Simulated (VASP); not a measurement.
Input of a VASP 6.6.1 run:

Contents of INCAR:

```
PREC = Accurate
ENCUT = 520
EDIFF = 1E-6
ISMEAR = 0
SIGMA = 0.05
LREAL = False
LASPH = True
NELM = 60
ALGO = Normal
ISIF = 2
LWAVE = False
LCHARG = False
GGA = PE
NBANDS = 15
```

KPOINTS

```
Automatic mesh
0
Gamma
  8 8 8
```

Contents of POSCAR:

```
KCl
1.0
    3.7835835894      0.0000000000      0.0000000000
    0.0000000000      3.7835835894      0.0000000000
    0.0000000000      0.0000000000      3.7835835894
K Cl
1 1
Direct
    0.0000000000      0.0000000000      0.0000000000
    0.5000000000      0.5000000000      0.5000000000
```

Potentials or basis: VASP PAW PBE potentials, release 64 (K_sv, Cl).

The run is started by

```console
$ cat potpaw_PBE.64/K_sv/POTCAR potpaw_PBE.64/Cl/POTCAR > POTCAR
$ mpirun -np 1 vasp_std > vasp.out
```

Task: Estimate the band gap on the k mesh.

Result: 4.98 eV, indirect (least direct gap 5.20 eV).

Task: What does it give for the pressure?

Result: 0.9 GPa.

 A k mesh can miss the band edges.
